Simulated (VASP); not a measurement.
# Co (Fd-3m) in VASP: further runs

Co is run at these levels: LDA; tasks: single point.

Program: VASP 6.6.1. These are calculated values, not measurements. Logs are shortened: lines on timing, memory, paths and dates and some standing lists are left out, and cuts for length are marked.

### 1 The cell of the first run

It takes space group Fd-3m (No. 227, cubic). The conventional cell has a = 4.794 Å, b = 4.794 Å, c = 4.794 Å, α = 90.00°, β = 90.00°, γ = 90.00°. Within 2.7 Å of Co (site symmetry -43m) lie 4 Co at 2.08 Å.

### 2 Single point, LDA

The input, INCAR:

```
SYSTEM = Co
ALGO     = Normal         ! electronic algorithm
EDIFF    = 1E-6           ! SCF threshold, eV
ENCUT    = 520            ! plane-wave cutoff, eV
GGA      = CA             ! functional
ISIF     = 2              ! what is computed and relaxed
ISMEAR   = -1             ! smearing method
LASPH    = .TRUE.         ! aspherical terms in the spheres
LCHARG   = .TRUE.         ! write CHGCAR
LELF     = .TRUE.         ! ELF
LREAL    = .FALSE.        ! projectors in reciprocal space
LVHAR    = .TRUE.       
LWAVE    = .FALSE.        ! write WAVECAR
NBANDS   = 16             ! bands
NELM     = 80             ! most SCF steps
PREC     = Accurate       ! precision mode
SIGMA    = 0.1            ! smearing width, eV
```

The input, KPOINTS:

```
k-points
0
G
  11 11 11
  0 0 0
```

The input, POSCAR:

```
Co
1.0
    0.0000000000      2.3969338415      2.3969338415
    2.3969338415      0.0000000000      2.3969338415
    2.3969338415      2.3969338415      0.0000000000
Co
2
Direct
    0.1250000000      0.1250000000      0.1250000000
    0.8750000000      0.8750000000      0.8750000000
```

Potentials or basis: VASP PAW LDA potentials, release 64 (Co).

Launch:

```console
cat potpaw_LDA.64/Co/POTCAR > POTCAR
mpirun -np 1 vasp_std > vasp.out
```

OUTCAR:

```text
SYSTEM = Co
   EDIFF = 1E-6
   ENCUT = 520
   GGA = CA
   ISIF = 2
   ISMEAR = -1
   LASPH = .TRUE.
   LREAL = .FALSE.
   NELM = 80
   PREC = Accurate

 ion  position               nearest neighbor table
   1  0.125  0.125  0.125-   2 2.08   2 2.08   2 2.08   2 2.08
   2  0.875  0.875  0.875-   1 2.08   1 2.08   1 2.08   1 2.08

  LATTYP: Found a face centered cubic cell.
 ALAT       =     4.7938676830

  Lattice vectors:

 A1 = (   0.0000000000,   2.3969338415,   2.3969338415)
 A2 = (   2.3969338415,   0.0000000000,   2.3969338415)
 A3 = (   2.3969338415,   2.3969338415,   0.0000000000)

Analysis of symmetry for initial positions (statically):
=====================================================================
 Subroutine PRICEL returns:
 Original cell was already a primitive cell.

 Routine SETGRP: Setting up the symmetry group for a
 face centered cubic supercell.

 Subroutine GETGRP returns: Found 48 space group operations
 (whereof 12 operations were pure point group operations)
 out of a pool of 48 trial point group operations.

The static configuration has the point symmetry D_3d.
 The point group associated with its full space group is O_h .

Analysis of symmetry for dynamics (positions and initial velocities):
=====================================================================
 Subroutine PRICEL returns:
 Original cell was already a primitive cell.

 Routine SETGRP: Setting up the symmetry group for a
 face centered cubic supercell.

 Subroutine GETGRP returns: Found 48 space group operations
 (whereof 12 operations were pure point group operations)
 out of a pool of 48 trial point group operations.

The dynamic configuration has the point symmetry D_3d.
 The point group associated with its full space group is O_h .

 Subroutine INISYM returns: Found 48 space group operations
 (whereof 12 operations are pure point group operations),
 and found     1 'primitive' translations

----------------------------------------------------------------------------------------

                                     Primitive cell

  volume of cell :      27.5422

  direct lattice vectors                    reciprocal lattice vectors
     0.000000000  2.396933842  2.396933842    -0.208599833  0.208599833  0.208599833
     2.396933842  0.000000000  2.396933842     0.208599833 -0.208599833  0.208599833
     2.396933842  2.396933842  0.000000000     0.208599833  0.208599833 -0.208599833

  length of vectors
     3.389776347  3.389776347  3.389776347     0.361305510  0.361305510  0.361305510

  position of ions in fractional coordinates (direct lattice)
[... 76 lines left out ...]
   LASPH  =      T    aspherical Exc in radial PAW
   ENCUT  =  520.0 eV  38.22 Ry    6.18 a.u.   6.30  6.30  6.30*2*pi/ulx,y,z
   NELM   =     80;   NELMIN=  2; NELMDL= -5     # of ELM steps
   EDIFF  = 0.1E-05   stopping-criterion for ELM
   LREAL  =      F    real-space projection
   EDIFFG = 0.1E-04   stopping-criterion for IOM
   NSW    =      0    number of steps for IOM
   IBRION =     -1    ionic relax: 0-MD 1-quasi-New 2-CG
   NFREE  =      0    steps in history (QN), initial steepest desc. (CG)
   ISIF   =      2    stress and relaxation
   ISYM   =      2    0-nonsym 1-usesym 2-fastsym
   POTIM  = 0.5000    time-step for ionic-motion
   TEBEG  =    0.0;   TEEND  =   0.0 temperature during run
   PSTRESS=    0.0 pullay stress
   NELECT =      18.0000    total number of electrons
   NUPDOWN=      -1.0000    fix difference up-down
   EMIN   =  10.00;   EMAX   =-10.00  energy-range for DOS
   EFERMI =   0.00;   METHOD = LEGACY
   ISMEAR =    -1;   SIGMA  =   0.10  broadening in eV -4-tet -1-fermi 0-gaus
   EFERMI_NEDOS =   21; number of points for ismear=-14 and -15
   IALGO  =     38    algorithm
   IMIX   =      4    mixing-type and parameters
     AMIX     =   0.40;   BMIX     =  1.00
     AMIX_MAG =   1.60;   BMIX_MAG =  1.00
  volume/ion in A,a.u.               =      13.77        92.93
  Fermi-wavevector in a.u.,A,eV,Ry     =   1.420691  2.684717 27.461494  2.018363
  Thomas-Fermi vector in A             =   2.541580
   LORBIT       =      0    0 simple, 1 ext, 2 COOP (PROOUT), +10 PAW based schemes
   GGA     = CA    functional components
   LHFCALC =     F    Hartree Fock is set to
   AEXX    =    0.0000 exact exchange contribution
   IVDW    =     0    specifies the selected vdW correction
   LEPSILON=     F    determine dielectric tensor
   LRPA    =     F    only Hartree local field effects (RPA)
 non-spin polarized calculation
  energy-cutoff  :      520.00
  volume of cell :       27.54
 maximum number of plane-waves:       754
 NGX is ok and might be reduce to    28
   NGX = 13   NGY = 13   NGZ = 13

 number of electron      18.0000008 magnetization

 Free energy of the ion-electron system (eV)
  ---------------------------------------------------
  ext. energy  EPLUGINS =         0.00000000
  ---------------------------------------------------
  free energy    TOTEN  =       -13.63174438 eV

  energy without entropy =      -13.50461376  energy(sigma->0) =      -13.56817907

 E-fermi :   6.9429     XC(G=0): -12.0819

 val. band max:        6.9145154078   @ k =  -0.1818   0.1818   0.0000
 cond. band min:       6.9471811180   @ k =   0.4545   0.1818   0.0000
 fundamental gap:      0.0326657102
 Fermi energy:         6.9428709137

 k-point     1 :       0.0000    0.0000    0.0000
  band No.  band energies     occupation
      1      -0.3340      2.00000
      2       3.5797      2.00000
      3       3.5797      2.00000
      4       3.7962      2.00000
      5       3.7962      2.00000
      6       3.7962      2.00000
[... 433 lines left out ...]
      3       3.6096      2.00000
      4       3.7744      2.00000
      5       4.0742      2.00000
      6       4.5190      2.00000
[... 8 lines left out ...]
     15      20.3646      0.00000
     16      22.9635      0.00000

 [... further k-points ...]
[... 5 lines left out ...]
  --------------------------------------------------------------------------------------
  -------------------------------------------------------------------------------------
  Total       -0.2969301     -0.2969301     -0.2969301      0.0000000     -0.0000000      0.0000000
  in kB      -17.2729585    -17.2729585    -17.2729585      0.0000000     -0.0000000      0.0000000
  external PRESSURE =     -17.2729585 kB  Pullay stress =       0.0000000 kB

 VOLUME and BASIS-vectors are now :
 -----------------------------------------------------------------------------
  energy-cutoff  :      520.00
  volume of cell :       27.54
      direct lattice vectors                 reciprocal lattice vectors
     0.000000000  2.396933842  2.396933842    -0.208599833  0.208599833  0.208599833
     2.396933842  0.000000000  2.396933842     0.208599833 -0.208599833  0.208599833
     2.396933842  2.396933842  0.000000000     0.208599833  0.208599833 -0.208599833

 POSITION                                       TOTAL-FORCE (eV/Angst)
 -----------------------------------------------------------------------------------
      0.59923      0.59923      0.59923         0.000000      0.000000      0.000000
      4.19463      4.19463      4.19463        -0.000000     -0.000000     -0.000000
 -----------------------------------------------------------------------------------
    total drift:                                0.000000      0.000000     -0.000000

  FREE ENERGIE OF THE ION-ELECTRON SYSTEM (eV)
  ---------------------------------------------------
  free  energy   TOTEN  =       -13.6317443757 eV

  energy  without entropy=      -13.5046137624  energy(sigma->0) =      -13.56817907
```

OSZICAR:

```text
N       E                     dE             d eps       ncg     rms          rms(c)
DAV:   1     0.828455092848E+02    0.82846E+02   -0.82933E+03  1792   0.144E+03
DAV:   2    -0.128792493213E+02   -0.95725E+02   -0.86813E+02  1824   0.236E+02
DAV:   3    -0.153576644143E+02   -0.24784E+01   -0.24344E+01  2104   0.540E+01
DAV:   4    -0.153958909340E+02   -0.38227E-01   -0.38218E-01  2496   0.532E+00
DAV:   5    -0.153962858080E+02   -0.39487E-03   -0.39486E-03  2256   0.526E-01    0.121E+01
DAV:   6    -0.143575880140E+02    0.10387E+01   -0.13042E+01  2072   0.675E+01    0.668E+00
DAV:   7    -0.136676455762E+02    0.68994E+00   -0.27372E+00  2152   0.293E+01    0.179E+00
DAV:   8    -0.136370920813E+02    0.30553E-01   -0.25137E-02  2544   0.180E+00    0.644E-01
DAV:   9    -0.136317209790E+02    0.53711E-02   -0.30135E-03  2736   0.731E-01    0.794E-02
DAV:  10    -0.136317413265E+02   -0.20347E-04   -0.10001E-04  1912   0.108E-01    0.313E-02
DAV:  11    -0.136317444784E+02   -0.31519E-05   -0.21100E-06  1992   0.130E-02    0.310E-03
DAV:  12    -0.136317443757E+02    0.10264E-06   -0.32541E-07  1016   0.780E-03
   1 F= -.13631744E+02 E0= -.13568179E+02  d E =-.127131E+00
```

Wall time 26 s (1 thread of AMD EPYC 7R43 (Zen 3), shared host); peak memory 0.11 GiB.

What came out:

| Property | Result |
| --- | --- |
| Free energy | -13.6317 eV |
| Pressure | -1.7 GPa |
| Band gap on the k mesh | zero (band 9 reaches 7.43 eV, above the bottom of band 10 at 6.67 eV) |

Caveat: the run has no spin polarisation, though such a crystal can be magnetic. Spin polarisation is off, so any magnetic state and its effect on volume and gap are missing.

[end of part 1 of 2]
